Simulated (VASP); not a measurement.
# AlN (F-43m) in VASP: further runs

Runs on AlN. Level: PBE. Tasks: single point.

All numbers are computed with VASP 6.6.1; they aren't measurements. Logs are shortened: lines on timing, memory, paths and dates and some standing lists are left out, and cuts for length are marked.

**1. The cell of the first run**

The structure is cubic, space group F-43m (No. 216). The conventional cell has a = 4.370 Å, b = 4.370 Å, c = 4.370 Å, α = 90.00°, β = 90.00°, γ = 90.00°. Within 2.5 Å of Al (site symmetry -43m) lie 4 N at 1.89 Å. Within 2.5 Å of N (site symmetry -43m) lie 4 Al at 1.89 Å.

**2. Single point, PBE**

File INCAR:

```
SYSTEM = AlN
PREC = Accurate ; ENCUT = 520
EDIFF = 1E-6 ; ISMEAR = 0
SIGMA = 0.01 ; LREAL = .FALSE.
LASPH = .TRUE. ; NELM = 100
ALGO = Normal ; ISIF = 2
LWAVE = .FALSE. ; LCHARG = .FALSE.
GGA = PE ; NBANDS = 11
```

File KPOINTS:

```
regular mesh
0
G
  4 4 4
  0 0 0
```

File POSCAR:

```
AlN
1.0
    0.0000000000      2.1848764208      2.1848764208
    2.1848764208      0.0000000000      2.1848764208
    2.1848764208      2.1848764208      0.0000000000
Al N
1 1
Direct
    0.0000000000      0.0000000000      0.0000000000
    0.2500000000      0.2500000000      0.2500000000
```

Potentials or basis: VASP PAW PBE potentials, release 64 (Al, N).

Started as:

```bash
$ cat potpaw_PBE.64/Al/POTCAR potpaw_PBE.64/N/POTCAR > POTCAR
$ mpirun -np 1 vasp_std > vasp.out
```

OUTCAR:

```text
SYSTEM = AlN
   PREC = Accurate
   ENCUT = 520
   EDIFF = 1E-6
   ISMEAR = 0
   LREAL = .FALSE.
   LASPH = .TRUE.
   NELM = 100
   ISIF = 2
   GGA = PE

 ion  position               nearest neighbor table
   1  0.000  0.000  0.000-   2 1.89   2 1.89   2 1.89   2 1.89
   2  0.250  0.250  0.250-   1 1.89   1 1.89   1 1.89   1 1.89

  LATTYP: Found a face centered cubic cell.
 ALAT       =     4.3697528416

  Lattice vectors:

 A1 = (   0.0000000000,   2.1848764208,   2.1848764208)
 A2 = (   2.1848764208,   0.0000000000,   2.1848764208)
 A3 = (   2.1848764208,   2.1848764208,   0.0000000000)

Analysis of symmetry for initial positions (statically):
=====================================================================
 Subroutine PRICEL returns:
 Original cell was already a primitive cell.

 Routine SETGRP: Setting up the symmetry group for a
 face centered cubic supercell.

 Subroutine GETGRP returns: Found 24 space group operations
 (whereof 24 operations were pure point group operations)
 out of a pool of 48 trial point group operations.

The static configuration has the point symmetry T_d .

Analysis of symmetry for dynamics (positions and initial velocities):
=====================================================================
 Subroutine PRICEL returns:
 Original cell was already a primitive cell.

 Routine SETGRP: Setting up the symmetry group for a
 face centered cubic supercell.

 Subroutine GETGRP returns: Found 24 space group operations
 (whereof 24 operations were pure point group operations)
 out of a pool of 48 trial point group operations.

The dynamic configuration has the point symmetry T_d .

 Subroutine INISYM returns: Found 24 space group operations
 (whereof 24 operations are pure point group operations),
 and found     1 'primitive' translations

----------------------------------------------------------------------------------------

                                     Primitive cell

  volume of cell :      20.8598

  direct lattice vectors                    reciprocal lattice vectors
     0.000000000  2.184876421  2.184876421    -0.228845895  0.228845895  0.228845895
     2.184876421  0.000000000  2.184876421     0.228845895 -0.228845895  0.228845895
     2.184876421  2.184876421  0.000000000     0.228845895  0.228845895 -0.228845895

  length of vectors
     3.089881866  3.089881866  3.089881866     0.396372717  0.396372717  0.396372717

[... 70 lines left out ...]
   ISYM   =      2    0-nonsym 1-usesym 2-fastsym
   POTIM  = 0.5000    time-step for ionic-motion
   TEBEG  =    0.0;   TEEND  =   0.0 temperature during run
   PSTRESS=    0.0 pullay stress
   NELECT =       8.0000    total number of electrons
   NUPDOWN=      -1.0000    fix difference up-down
   EMIN   =  10.00;   EMAX   =-10.00  energy-range for DOS
   EFERMI =   0.00;   METHOD = LEGACY
   ISMEAR =     0;   SIGMA  =   0.01  broadening in eV -4-tet -1-fermi 0-gaus
   EFERMI_NEDOS =   21; number of points for ismear=-14 and -15
   IALGO  =     38    algorithm
   IMIX   =      4    mixing-type and parameters
     AMIX     =   0.40;   BMIX     =  1.00
     AMIX_MAG =   1.60;   BMIX_MAG =  1.00
  volume/ion in A,a.u.               =      10.43        70.38
  Fermi-wavevector in a.u.,A,eV,Ry     =   1.189418  2.247675 19.248378  1.414716
  Thomas-Fermi vector in A             =   2.325526
   LORBIT       =      0    0 simple, 1 ext, 2 COOP (PROOUT), +10 PAW based schemes
   GGA     = PE    functional components
   LHFCALC =     F    Hartree Fock is set to
   AEXX    =    0.0000 exact exchange contribution
   IVDW    =     0    specifies the selected vdW correction
   LEPSILON=     F    determine dielectric tensor
   LRPA    =     F    only Hartree local field effects (RPA)
 non-spin polarized calculation
 Gauss-broadening in eV      SIGMA  =   0.01
  energy-cutoff  :      520.00
  volume of cell :       20.86
 maximum number of plane-waves:       588
 NGX is ok and might be reduce to    24
   NGX = 11   NGY = 11   NGZ = 11

 number of electron       8.0000000 magnetization

 Free energy of the ion-electron system (eV)
  ---------------------------------------------------
  ext. energy  EPLUGINS =         0.00000000
  ---------------------------------------------------
  free energy    TOTEN  =       -14.80412993 eV

  energy without entropy =      -14.80412993  energy(sigma->0) =      -14.80412993

 E-fermi :   6.0451     XC(G=0): -10.9210

 val. band max:        5.9894720705   @ k =   0.0000   0.0000   0.0000
 cond. band min:       9.2804536748   @ k =   0.5000   0.5000   0.0000
 fundamental gap:      3.2909816043
 Fermi energy:         6.0450694902

 k-point     1 :       0.0000    0.0000    0.0000
  band No.  band energies     occupation
      1      -8.9917      2.00000
      2       5.9895      2.00000
      3       5.9895      2.00000
      4       5.9895      2.00000
      5      10.1625      0.00000
      6      18.5110      0.00000
      7      18.5110      0.00000
      8      18.5110      0.00000
      9      23.6422      0.00000
     10      23.6422      0.00000
     11      25.0432      0.00000
[... 85 lines left out ...]
 k-point     8 :      -0.2500    0.5000    0.2500
  band No.  band energies     occupation
      1      -6.2490      2.00000
      2       2.1989      2.00000
      3       2.5485      2.00000
      4       3.2866      2.00000
      5      12.0163      0.00000
      6      17.3944      0.00000
      7      17.9333      0.00000
      8      18.1348      0.00000
      9      23.1957      0.00000
     10      24.8639      0.00000
     11      30.9731      0.00000

------------------------ aborting loop because EDIFF is reached ----------------------------------------

  FORCE on cell =-STRESS in cart. coord.  units (eV):
  Direction    XX          YY          ZZ          XY          YZ          ZX
  --------------------------------------------------------------------------------------
  -------------------------------------------------------------------------------------
  Total        0.5686456      0.5686456      0.5686456      0.0000000      0.0000000      0.0000000
  in kB       43.6758786     43.6758786     43.6758786      0.0000000      0.0000000      0.0000000
  external PRESSURE =      43.6758786 kB  Pullay stress =       0.0000000 kB

 VOLUME and BASIS-vectors are now :
 -----------------------------------------------------------------------------
  energy-cutoff  :      520.00
  volume of cell :       20.86
      direct lattice vectors                 reciprocal lattice vectors
     0.000000000  2.184876421  2.184876421    -0.228845895  0.228845895  0.228845895
     2.184876421  0.000000000  2.184876421     0.228845895 -0.228845895  0.228845895
     2.184876421  2.184876421  0.000000000     0.228845895  0.228845895 -0.228845895

 POSITION                                       TOTAL-FORCE (eV/Angst)
 -----------------------------------------------------------------------------------
      0.00000      0.00000      0.00000         0.000000     -0.000000     -0.000000
      1.09244      1.09244      1.09244        -0.000000      0.000000      0.000000
 -----------------------------------------------------------------------------------
    total drift:                                0.000000      0.000000      0.000000

  FREE ENERGIE OF THE ION-ELECTRON SYSTEM (eV)
  ---------------------------------------------------
  free  energy   TOTEN  =       -14.8041299304 eV

  energy  without entropy=      -14.8041299304  energy(sigma->0) =      -14.80412993
```

OSZICAR:

```text
N       E                     dE             d eps       ncg     rms          rms(c)
DAV:   1     0.949706655985E+01    0.94971E+01   -0.37595E+03   176   0.601E+02
DAV:   2    -0.164034314998E+02   -0.25900E+02   -0.25140E+02   208   0.137E+02
DAV:   3    -0.172067659628E+02   -0.80333E+00   -0.80257E+00   218   0.224E+01
DAV:   4    -0.172104353386E+02   -0.36694E-02   -0.36692E-02   191   0.165E+00
DAV:   5    -0.172104752414E+02   -0.39903E-04   -0.39903E-04   226   0.168E-01    0.864E+00
DAV:   6    -0.148158121759E+02    0.23947E+01   -0.11799E+01   211   0.173E+01    0.284E+00
DAV:   7    -0.148102397727E+02    0.55724E-02   -0.17422E-01   188   0.320E+00    0.207E+00
DAV:   8    -0.148054303655E+02    0.48094E-02   -0.27924E-02   185   0.159E+00    0.573E-01
DAV:   9    -0.148040674695E+02    0.13629E-02   -0.38229E-03   212   0.369E-01    0.236E-01
DAV:  10    -0.148041170882E+02   -0.49619E-04   -0.42160E-04   191   0.132E-01    0.219E-02
DAV:  11    -0.148041300118E+02   -0.12924E-04   -0.13049E-05   206   0.268E-02    0.161E-02
DAV:  12    -0.148041299304E+02    0.81369E-07   -0.35068E-07   124   0.461E-03
   1 F= -.14804130E+02 E0= -.14804130E+02  d E =-.995110E-17
```

Run time: 3.6 s. Hardware: 1 thread of Intel Xeon Platinum 8259CL at 2.50GHz (Skylake/Cascade Lake), shared host; peak memory 0.13 GiB.

What came out:

```yaml
Free_energy: -14.8041 eV
Pressure: 4.4 GPa
Band_gap_on_the_k_mesh: 3.29 eV, indirect (least direct gap 4.17 eV)
```

Caveat: the k points lie up to 0.62 Å⁻¹ apart. Expect the measured gap to be larger: semilocal functionals such as PBE lack the derivative discontinuity.

**3. Single point, PBE**

File INCAR:

```
ALGO     = Normal         # electronic algorithm
EDIFF    = 1E-6           # SCF threshold, eV
ENCUT    = 520            # plane-wave cutoff, eV
GGA      = PE             # functional
ISIF     = 2              # what is computed and relaxed
ISMEAR   = 0              # smearing method
LASPH    = T              # aspherical terms in the spheres
LCHARG   = T              # write CHGCAR
LELF     = T              # ELF
LREAL    = F              # projectors in reciprocal space
LVHAR    = T            
LWAVE    = F              # write WAVECAR
NBANDS   = 11             # bands
NELM     = 80             # most SCF steps
PREC     = Accurate       # precision mode
SIGMA    = 0.01           # smearing width, eV
```

File KPOINTS:

```
k-points
0
Gamma
  4 4 4
```

POSCAR is that of step 2.

Potentials or basis: VASP PAW PBE potentials, release 64 (Al, N).

Started as:

```bash
$ cat potpaw_PBE.64/Al/POTCAR potpaw_PBE.64/N/POTCAR > POTCAR
$ mpirun -np 1 vasp_std > vasp.out
```

OUTCAR:

```text
EDIFF = 1E-6
   ENCUT = 520
   GGA = PE
   ISIF = 2
   ISMEAR = 0
   LASPH = T
   LREAL = F
   NELM = 80
   PREC = Accurate

 ion  position               nearest neighbor table
   1  0.000  0.000  0.000-   2 1.89   2 1.89   2 1.89   2 1.89
   2  0.250  0.250  0.250-   1 1.89   1 1.89   1 1.89   1 1.89

  LATTYP: Found a face centered cubic cell.
 ALAT       =     4.3697528416

  Lattice vectors:

 A1 = (   0.0000000000,   2.1848764208,   2.1848764208)
 A2 = (   2.1848764208,   0.0000000000,   2.1848764208)
 A3 = (   2.1848764208,   2.1848764208,   0.0000000000)

Analysis of symmetry for initial positions (statically):
=====================================================================
 Subroutine PRICEL returns:
 Original cell was already a primitive cell.

 Routine SETGRP: Setting up the symmetry group for a
 face centered cubic supercell.

 Subroutine GETGRP returns: Found 24 space group operations
 (whereof 24 operations were pure point group operations)
 out of a pool of 48 trial point group operations.

The static configuration has the point symmetry T_d .

Analysis of symmetry for dynamics (positions and initial velocities):
[... 155 lines left out ...]
      4       5.9895      2.00000
      5      10.1625      0.00000
      6      18.5110      0.00000
      7      18.5110      0.00000
      8      18.5110      0.00000
      9      23.6422      0.00000
     10      23.6422      0.00000
     11      25.0432      0.00000
[... 85 lines left out ...]
 k-point     8 :      -0.2500    0.5000    0.2500
  band No.  band energies     occupation
      1      -6.2490      2.00000
      2       2.1989      2.00000
      3       2.5485      2.00000
      4       3.2866      2.00000
      5      12.0163      0.00000
      6      17.3944      0.00000
      7      17.9333      0.00000
      8      18.1348      0.00000
      9      23.1957      0.00000
     10      24.8639      0.00000
     11      30.9731      0.00000

------------------------ aborting loop because EDIFF is reached ----------------------------------------

  FORCE on cell =-STRESS in cart. coord.  units (eV):
  Direction    XX          YY          ZZ          XY          YZ          ZX
  --------------------------------------------------------------------------------------
  -------------------------------------------------------------------------------------
  Total        0.5686456      0.5686456      0.5686456      0.0000000      0.0000000      0.0000000
  in kB       43.6758786     43.6758786     43.6758786      0.0000000      0.0000000      0.0000000
  external PRESSURE =      43.6758786 kB  Pullay stress =       0.0000000 kB

 VOLUME and BASIS-vectors are now :
 -----------------------------------------------------------------------------
  energy-cutoff  :      520.00
  volume of cell :       20.86
      direct lattice vectors                 reciprocal lattice vectors
     0.000000000  2.184876421  2.184876421    -0.228845895  0.228845895  0.228845895
     2.184876421  0.000000000  2.184876421     0.228845895 -0.228845895  0.228845895
     2.184876421  2.184876421  0.000000000     0.228845895  0.228845895 -0.228845895

 POSITION                                       TOTAL-FORCE (eV/Angst)
 -----------------------------------------------------------------------------------
      0.00000      0.00000      0.00000         0.000000     -0.000000     -0.000000
      1.09244      1.09244      1.09244        -0.000000      0.000000      0.000000
 -----------------------------------------------------------------------------------
    total drift:                                0.000000      0.000000      0.000000

  FREE ENERGIE OF THE ION-ELECTRON SYSTEM (eV)
  ---------------------------------------------------
  free  energy   TOTEN  =       -14.8041299304 eV

  energy  without entropy=      -14.8041299304  energy(sigma->0) =      -14.80412993
```

OSZICAR:

```text
N       E                     dE             d eps       ncg     rms          rms(c)
DAV:   1     0.949706655985E+01    0.94971E+01   -0.37595E+03   176   0.601E+02
DAV:   2    -0.164034314998E+02   -0.25900E+02   -0.25140E+02   208   0.137E+02
DAV:   3    -0.172067659628E+02   -0.80333E+00   -0.80257E+00   218   0.224E+01
DAV:   4    -0.172104353386E+02   -0.36694E-02   -0.36692E-02   191   0.165E+00
DAV:   5    -0.172104752414E+02   -0.39903E-04   -0.39903E-04   226   0.168E-01    0.864E+00
DAV:   6    -0.148158121759E+02    0.23947E+01   -0.11799E+01   211   0.173E+01    0.284E+00
DAV:   7    -0.148102397727E+02    0.55724E-02   -0.17422E-01   188   0.320E+00    0.207E+00
DAV:   8    -0.148054303655E+02    0.48094E-02   -0.27924E-02   185   0.159E+00    0.573E-01
DAV:   9    -0.148040674695E+02    0.13629E-02   -0.38229E-03   212   0.369E-01    0.236E-01
DAV:  10    -0.148041170882E+02   -0.49619E-04   -0.42160E-04   191   0.132E-01    0.219E-02
DAV:  11    -0.148041300118E+02   -0.12924E-04   -0.13049E-05   206   0.268E-02    0.161E-02
DAV:  12    -0.148041299304E+02    0.81369E-07   -0.35068E-07   124   0.461E-03
   1 F= -.14804130E+02 E0= -.14804130E+02  d E =-.995110E-17
```

stdout:

```text
POSCAR found type information on POSCAR AlN
 POSCAR found :  2 types and       2 ions
 scaLAPACK will be used
 LDA part: xc-table for (Slater+PW92), standard interpolation
 POSCAR, INCAR and KPOINTS ok, starting setup
 FFT: planning ... GRIDC
 FFT: planning ... GRID_SOFT
 FFT: planning ... GRID
 WAVECAR not read
 entering main loop
```

Wall time 5.7 s (1 thread of Intel Xeon Platinum 8259CL at 2.50GHz (Skylake/Cascade Lake), shared host); peak memory 0.12 GiB.

Results:

```
Free energy            : -14.8041 eV
Pressure               : 4.4 GPa
Band gap on the k mesh : 3.29 eV, indirect (least direct gap 4.17 eV)
```

Caveat: the k points lie up to 0.62 Å⁻¹ apart.
